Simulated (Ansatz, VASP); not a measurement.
**One calculation of Ta4GaSe8, two programs**

The input INCAR:

```
SYSTEM = Ta4GaSe8
ALGO = Normal ; EDIFF = 1E-6
ENCUT = 500 ; GGA_COMPAT = .FALSE.
ISIF = 2 ; ISMEAR = 0
LASPH = .TRUE. ; LCHARG = .FALSE.
LREAL = .FALSE. ; LWAVE = .FALSE.
NBANDS = 64 ; NELM = 120
PREC = Accurate ; SIGMA = 0.1
```

KPOINTS

```
k-points
0
G
  6 6 6
  0 0 0
```

POSCAR

```
Ta4GaSe8
1.0
    0.0000000000      5.1254267959      5.1254267959
    5.1254267959      0.0000000000      5.1254267959
    5.1254267959      5.1254267959      0.0000000000
Ta Ga Se
4 1 8
Direct
    0.6027355987      0.6027355987      0.6027355987
    0.1917932040      0.6027355987      0.6027355987
    0.6027355987      0.6027355987      0.1917932040
    0.6027355987      0.1917932040      0.6027355987
    0.0000000000      0.0000000000      0.0000000000
    0.3629329989      0.3629329989      0.3629329989
    0.9112010034      0.3629329989      0.3629329989
    0.3629329989      0.3629329989      0.9112010034
    0.3629329989      0.9112010034      0.3629329989
    0.8642996980      0.8642996980      0.8642996980
    0.4071009059      0.8642996980      0.8642996980
    0.8642996980      0.8642996980      0.4071009059
    0.8642996980      0.4071009059      0.8642996980
```

Input for Ansatz:

```yaml
crystal:
  lattice:
    - [0.0, 5.1254267959, 5.1254267959]
    - [5.1254267959, 0.0, 5.1254267959]
    - [5.1254267959, 5.1254267959, 0.0]
  atoms:
    - { symbol: Ta, position: [0.6027355987, 0.6027355987, 0.6027355987] }
    - { symbol: Ta, position: [0.191793204, 0.6027355987, 0.6027355987] }
    - { symbol: Ta, position: [0.6027355987, 0.6027355987, 0.191793204] }
    - { symbol: Ta, position: [0.6027355987, 0.191793204, 0.6027355987] }
    - { symbol: Ga, position: [0.0, 0.0, 0.0] }
    - { symbol: Se, position: [0.3629329989, 0.3629329989, 0.3629329989] }
    - { symbol: Se, position: [0.9112010034, 0.3629329989, 0.3629329989] }
    - { symbol: Se, position: [0.3629329989, 0.3629329989, 0.9112010034] }
    - { symbol: Se, position: [0.3629329989, 0.9112010034, 0.3629329989] }
    - { symbol: Se, position: [0.864299698, 0.864299698, 0.864299698] }
    - { symbol: Se, position: [0.4071009059, 0.864299698, 0.864299698] }
    - { symbol: Se, position: [0.864299698, 0.864299698, 0.4071009059] }
    - { symbol: Se, position: [0.864299698, 0.4071009059, 0.864299698] }
basis:
  ecutwfc: 420
kpoints:
  mp_grid: { grid: [6, 6, 6] }
  band_path:
    path:
      - [[0.0, 0.0, 0.0], [-0.5, -0.5, 0.0], [-0.375, -0.375, 0.25]]
      - [[-0.375, 0.0, 0.375], [0.0, 0.0, 0.0], [0.0, 0.0, 0.5], [-0.5, -0.25, 0.25], [-0.5, -0.5, 0.0]]
    npoints: 10
hamiltonian:
  xc: lda
scf:
  occupations: { method: gaussian, width: 0.1 }
  n_extra_bands: 32
output:
  forces: true
  stress: true
  eigenvalues: true
  populations: true
  dos: { projected: true, de: 0.02, nscf_kmesh: { grid: [9, 9, 9] } }
  bader: false
```

Alike in both runs: task single point; functional LDA; k mesh 6 × 6 × 6; occupations gaussian, width 0.1 eV; no spin polarisation.

```csv
,VASP,Ansatz
version,VASP 6.6.1,Ansatz 0.2.0
potentials or method,"VASP PAW LDA potentials, release 64 (Ta_pv, Ga_d, Se), cutoff 500 eV","scalar-relativistic, plane waves, PAW"
valence electrons in the cell,105,193
```

VASP gave:

```
gap on the k mesh at the Fermi level (eV) : none
pressure (GPa)                            : 0.5
rms of the force components (eV/Å)        : 0.033
```

**Question.** Which values does Ansatz return?

**Answer.** gap on the k mesh at the Fermi level (eV): none; pressure (GPa): 0.0; rms of the force components (eV/Å): 0.000.

LDA's correlation is that of Perdew and Zunger in VASP and of Perdew and Wang (1992) in Ansatz. Atom by atom the forces differ by 0.033 eV/Å (rms over components). A gap of «none» marks a metal or a gap that the smearing closes. VASP's potentials hold 105 valence electrons a cell and Ansatz's 193, so a difference there can come from the potentials and not from the codes.

Spin-orbit coupling is off throughout.
